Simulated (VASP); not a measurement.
# AlN (F-43m) in VASP: notebook, part 2 of 2

VASP 6.6.1. Earlier steps stand in the parts before.

**3. G0W0 quasiparticle levels, PBE**

The input, POSCAR:

```
AlN
1.0
    0.0000000000      2.1848764830      2.1848764830
    2.1848764830      0.0000000000      2.1848764830
    2.1848764830      2.1848764830      0.0000000000
Al N
1 1
Direct
    0.0000000000      0.0000000000      0.0000000000
    0.7500000000      0.7500000000      0.7500000000
```

The input, INCAR.step1:

```
SYSTEM = AlN
PREC     = Accurate       ! precision mode
ENCUT    = 500            ! plane-wave cutoff, eV
EDIFF    = 1E-8           ! SCF threshold, eV
ISMEAR   = 0              ! smearing method
SIGMA    = 0.01           ! smearing width, eV
LREAL    = .False.        ! projectors in reciprocal space
LASPH    = .True.         ! aspherical terms in the spheres
NELM     = 80             ! most SCF steps
ALGO     = Normal         ! electronic algorithm
LWAVE    = .True.         ! write WAVECAR
LCHARG   = .False.        ! write CHGCAR
GGA      = PE             ! functional
```

The input, INCAR.step2:

```
SYSTEM = AlN
PREC     = Accurate       ! precision mode
ENCUT    = 500            ! plane-wave cutoff, eV
EDIFF    = 1E-8           ! SCF threshold, eV
ISMEAR   = 0              ! smearing method
SIGMA    = 0.01           ! smearing width, eV
LREAL    = .False.        ! projectors in reciprocal space
LASPH    = .True.         ! aspherical terms in the spheres
NELM     = 1              ! most SCF steps
ALGO     = Exact          ! electronic algorithm
LWAVE    = .True.         ! write WAVECAR
LCHARG   = .False.        ! write CHGCAR
GGA      = PE             ! functional
NBANDS   = 37             ! bands
LOPTICS  = .True.         ! frequency-dependent dielectric function
ISTART   = 1
```

The input, INCAR.step3:

```
SYSTEM = AlN
PREC     = Accurate       ! precision mode
ENCUT    = 500            ! plane-wave cutoff, eV
EDIFF    = 1E-8           ! SCF threshold, eV
ISMEAR   = 0              ! smearing method
SIGMA    = 0.01           ! smearing width, eV
LREAL    = .False.        ! projectors in reciprocal space
LASPH    = .True.         ! aspherical terms in the spheres
ALGO     = EVGW0          ! electronic algorithm
LWAVE    = .False.        ! write WAVECAR
LCHARG   = .False.        ! write CHGCAR
GGA      = PE             ! functional
NELMGW   = 1            
NBANDS   = 37             ! bands
ENCUTGW  = 80.0           ! cutoff of the response function
NOMEGA   = 48             ! frequency points
PRECFOCK = Fast         
ISTART   = 1            
NBANDSGW = 12
```

The input, KPOINTS:

```
regular mesh
0
Gamma
  6 6 6
  0 0 0
```

Potentials or basis: VASP PAW PBE potentials, release 64 (Al_GW, N_GW).

Command:

```bash
> cat potpaw_PBE.64/Al_GW/POTCAR potpaw_PBE.64/N_GW/POTCAR > POTCAR
> cp INCAR.step1 INCAR
> mpirun -np 1 vasp_std > vasp.out
> cp INCAR.step2 INCAR
> mpirun -np 1 vasp_std > vasp.out
> cp INCAR.step3 INCAR
> mpirun -np 1 vasp_std > vasp.out
```

OUTCAR:

```text
SYSTEM = AlN
   PREC = Accurate
   ENCUT = 500
   EDIFF = 1E-8
   ISMEAR = 0
   LREAL = .False.
   LASPH = .True.
   GGA = PE
   NELMGW = 1
   ENCUTGW = 80.0
   PRECFOCK = Fast
   ISTART = 1

 ion  position               nearest neighbor table
   1  0.000  0.000  0.000-   2 1.89   2 1.89   2 1.89   2 1.89
   2  0.750  0.750  0.750-   1 1.89   1 1.89   1 1.89   1 1.89

  LATTYP: Found a face centered cubic cell.
 ALAT       =     4.3697529660

  Lattice vectors:

 A1 = (   0.0000000000,   2.1848764830,   2.1848764830)
 A2 = (   2.1848764830,   0.0000000000,   2.1848764830)
 A3 = (   2.1848764830,   2.1848764830,   0.0000000000)

Analysis of symmetry for initial positions (statically):
=====================================================================
 Subroutine PRICEL returns:
 Original cell was already a primitive cell.

 Routine SETGRP: Setting up the symmetry group for a
 face centered cubic supercell.

 Subroutine GETGRP returns: Found 24 space group operations
 (whereof 24 operations were pure point group operations)
 out of a pool of 48 trial point group operations.

The static configuration has the point symmetry T_d .

Analysis of symmetry for dynamics (positions and initial velocities):
=====================================================================
 Subroutine PRICEL returns:
 Original cell was already a primitive cell.

 Routine SETGRP: Setting up the symmetry group for a
 face centered cubic supercell.

 Subroutine GETGRP returns: Found 24 space group operations
 (whereof 24 operations were pure point group operations)
 out of a pool of 48 trial point group operations.

The dynamic configuration has the point symmetry T_d .

 Subroutine INISYM returns: Found 24 space group operations
 (whereof 24 operations are pure point group operations),
 and found     1 'primitive' translations

----------------------------------------------------------------------------------------

                                     Primitive cell

  volume of cell :      20.8598

  direct lattice vectors                    reciprocal lattice vectors
     0.000000000  2.184876483  2.184876483    -0.228845888  0.228845888  0.228845888
     2.184876483  0.000000000  2.184876483     0.228845888 -0.228845888  0.228845888
     2.184876483  2.184876483  0.000000000     0.228845888  0.228845888 -0.228845888

  length of vectors
     3.089881954  3.089881954  3.089881954     0.396372706  0.396372706  0.396372706

  position of ions in fractional coordinates (direct lattice)
     0.000000000  0.000000000  0.000000000
     0.750000000  0.750000000  0.750000000

  ion indices of the primitive-cell ions
   primitive index   ion index
                 1           1
                 2           2

----------------------------------------------------------------------------------------

 KPOINTS: regular mesh

Automatic generation of k-mesh.
 Grid dimensions read from file:
 generate k-points for:    6    6    6

 Generating k-lattice:

  Cartesian coordinates                     Fractional coordinates (reciprocal lattice)
    -0.038140981  0.038140981  0.038140981     0.166666667  0.000000000  0.000000000
     0.038140981 -0.038140981  0.038140981     0.000000000  0.166666667  0.000000000
     0.038140981  0.038140981 -0.038140981     0.000000000  0.000000000  0.166666667

  Length of vectors
     0.066062118  0.066062118  0.066062118

  Shift w.r.t. Gamma in fractional coordinates (k-lattice)
     0.000000000  0.000000000  0.000000000

 Subroutine IBZKPT returns following result:
 ===========================================

 Found     16 irreducible k-points:

 Following reciprocal coordinates:
            Coordinates               Weight
  0.000000  0.000000  0.000000      1.000000
  0.166667  0.000000  0.000000      8.000000
  0.333333  0.000000  0.000000      8.000000
  0.500000  0.000000  0.000000      4.000000
  0.166667  0.166667  0.000000      6.000000
  0.333333  0.166667  0.000000     24.000000
[... 8 lines left out ...]
 -0.333333  0.333333  0.166667     24.000000
 -0.333333  0.500000  0.166667     12.000000
   k-points           NKPTS =     16   k-points in BZ     NKDIM =    216   number of bands    NBANDS=     37
   number of dos      NEDOS =    301   number of ions     NIONS =      2
   total plane-waves  NPLWV =  13824
   dimension x,y,z NGX =    24 NGY =   24 NGZ =   24
   dimension x,y,z NGXF=    48 NGYF=   48 NGZF=   48
   ions per type =               1   1
   NGX,Y,Z   is equivalent  to a cutoff of  12.91, 12.91, 12.91 a.u.
   NGXF,Y,Z  is equivalent  to a cutoff of  25.83, 25.83, 25.83 a.u.
 SYSTEM =  AlN
   PREC   = accura    normal or accurate (medium, high low for compatibility)
   ISTART =      1    job   : 0-new  1-cont  2-samecut
   ICHARG =      0    charge: 1-file 2-atom 10-const
   ISPIN  =      1    spin polarized calculation?
   LNONCOLLINEAR =      F non collinear calculations
   LSORBIT =      F    spin-orbit coupling
   LASPH  =      T    aspherical Exc in radial PAW
   ENCUT  =  500.0 eV  36.75 Ry    6.06 a.u.   5.63  5.63  5.63*2*pi/ulx,y,z
   NELM   =     60;   NELMIN=  2; NELMDL=  0     # of ELM steps
   EDIFF  = 0.1E-07   stopping-criterion for ELM
   LREAL  =      F    real-space projection
   EDIFFG = 0.1E-06   stopping-criterion for IOM
   NSW    =      0    number of steps for IOM
   IBRION =     -1    ionic relax: 0-MD 1-quasi-New 2-CG
   NFREE  =      0    steps in history (QN), initial steepest desc. (CG)
   ISIF   =      0    stress and relaxation
   ISYM   =      3    0-nonsym 1-usesym 2-fastsym
   POTIM  = 0.5000    time-step for ionic-motion
   TEBEG  =    0.0;   TEEND  =   0.0 temperature during run
   PSTRESS=    0.0 pullay stress
   NELECT =       8.0000    total number of electrons
   NUPDOWN=      -1.0000    fix difference up-down
   EMIN   =  10.00;   EMAX   =-10.00  energy-range for DOS
   EFERMI =   0.00;   METHOD = LEGACY
   ISMEAR =     0;   SIGMA  =   0.01  broadening in eV -4-tet -1-fermi 0-gaus
   EFERMI_NEDOS =   21; number of points for ismear=-14 and -15
   IALGO  =     38    algorithm
   IMIX   =      4    mixing-type and parameters
     AMIX     =   0.40;   BMIX     =  1.00
     AMIX_MAG =   1.60;   BMIX_MAG =  1.00
  volume/ion in A,a.u.               =      10.43        70.38
  Fermi-wavevector in a.u.,A,eV,Ry     =   1.189418  2.247675 19.248377  1.414716
  Thomas-Fermi vector in A             =   2.325526
   LORBIT       =      0    0 simple, 1 ext, 2 COOP (PROOUT), +10 PAW based schemes
   GGA     = PE    functional components
   LHFCALC =     T    Hartree Fock is set to
   PRECFOCK=fast      Normal, Fast or Accurate (Low or Medium for compatibility)
   ENCUT4O =  -1.0   cutoff for four orbital integrals eV
   NKREDX  =     1    reduce k-point grid by
   NKREDY  =     1    reduce k-point grid by
   NKREDZ  =     1    reduce k-point grid by
   AEXX    =    1.0000 exact exchange contribution
   HFSCREEN=    0.0000 screening length (either q_TF or 0.3 A-1)
   HFSCREENC=   0.0000 screening length for correlation (either q_TF or 0.3 A-1)
   ENCUTFOCK=  -1.0 apply spherical cutoff to Coloumb kernel
   IVDW    =     0    specifies the selected vdW correction
   LEPSILON=     F    determine dielectric tensor
   LRPA    =     F    only Hartree local field effects (RPA)
   LRPAFORCE           =     F    calculate RPA forces
   ENCUTGW             =  80.0    cutoff for response function in eV
   ENCUTGWSOFT         =  64.0    soft cutoff for Coulomb kernel in GW response function in eV
   ENCUTLF             =  -1.0    cutoff for local field effects
   NELMGW              =     1    number of iterations in solving QP/BSE equation
   NELMHF              =     1    number of iterations in the inner HF iteration
   NKREDLFX            =     1    NKREDLFY  =   1   NKREDLFZ  =   1
 non-spin polarized calculation
 Gauss-broadening in eV      SIGMA  =   0.01
  energy-cutoff  :      500.00
  volume of cell :       20.86
 maximum number of plane-waves:       544
 NGX is ok and might be reduce to    24
  NGX = 14; NGY = 14; NGZ = 14
   NGX = 11   NGY = 11   NGZ = 11
 maximum number of plane-waves:        40
 NGX is ok and might be reduce to    10

 QP shifts <psi_nk| G(iteration)W_0 |psi_nk>: iteration 1
 for sc-GW calculations column KS-energies equals QP-energies in previous step
 and V_xc(KS)=  KS-energies - (<T + V_ion + V_H > + <T+V_H+V_ion>^1  + <V_x>^1)

 k-point   1 :       0.0000    0.0000    0.0000
  band No.  KS-energies  QP-energies   sigma(KS)   V_xc(KS)     V^pw_x(r,r')   Z            occupation Imag(sigma)

      1     -10.0406     -11.3076     -16.5252     -14.7916     -24.7667       0.7308       2.0000       1.2762
      2       4.9386       4.4597     -17.3668     -16.7545     -20.7689       0.7822       2.0000       0.0774
      3       4.9386       4.4597     -17.3668     -16.7545     -20.7689       0.7822       2.0000       0.0774
      4       4.9386       4.4597     -17.3668     -16.7545     -20.7689       0.7822       2.0000       0.0774
      5       9.1192       9.9921     -11.4249     -12.4998      -7.8612       0.8121       0.0000      -0.0706
      6      17.4757      18.6566      -8.8006     -10.2741      -4.0454       0.8014       0.0000      -0.1297
      7      17.4757      18.6566      -8.8006     -10.2741      -4.0454       0.8014       0.0000      -0.1297
      8      17.4757      18.6566      -8.8006     -10.2741      -4.0454       0.8014       0.0000      -0.1297
      9      22.6076      23.8850      -8.8453     -10.4492      -3.6930       0.7964       0.0000      -0.2917
     10      22.6076      23.8850      -8.8453     -10.4492      -3.6930       0.7964       0.0000      -0.2917
     11      24.0038      24.7200      -8.7384      -9.6471      -2.5902       0.7881       0.0000      -0.8073
     12      24.0038      24.7200      -8.7384      -9.6471      -2.5902       0.7881       0.0000      -0.8073
[... 228 lines left out ...]
      1      -7.3197      -8.3906     -18.3384     -16.8540     -26.2418       0.7214       2.0000       0.8607
      2       0.6251      -0.3672     -14.9912     -13.6554     -19.0746       0.7429       2.0000       0.1611
      3       2.1585       1.2666     -15.6257     -14.4551     -19.3685       0.7620       2.0000       0.1155
      4       2.4352       1.5674     -15.1740     -14.0437     -18.6302       0.7678       2.0000       0.1038
      5      10.1832      11.0225     -10.0548     -11.0906      -6.3989       0.8103       0.0000      -0.0784
      6      15.2426      16.4179      -9.7318     -11.1878      -5.3929       0.8072       0.0000      -0.0987
      7      17.9020      19.0120      -9.6051     -11.0180      -4.2802       0.7857       0.0000      -0.2474
      8      17.9453      19.6166     -11.9985     -14.1759      -6.8419       0.7675       0.0000      -0.2025
      9      21.4824      22.7438     -10.0497     -11.7274      -4.0003       0.7519       0.0000      -0.4088
     10      25.1220      26.2472      -8.9214     -10.3644      -2.9651       0.7798       0.0000      -0.5569
     11      29.4596      31.1663     -10.4058     -12.5683      -4.0201       0.7893       0.0000      -0.9980
     12      30.5446      32.3534     -10.1311     -12.3954      -4.1394       0.7989       0.0000      -0.9416
```

It took 3.4 min on 1 thread of AMD EPYC 7R43 (Zen 3), shared host; peak memory 0.21 GiB.

What came out:

```
Quasiparticle gap                                   : 4.36 eV
Least direct quasiparticle gap                      : 5.53 eV
Band gap of the starting levels on the mesh         : 3.31 eV
Least direct gap of the starting levels on the mesh : 4.18 eV
```

Caveat: the k points lie up to 0.42 Å⁻¹ apart; bands, screening cutoff and mesh are small and nothing is extrapolated, so the quasiparticle values aren't converged.
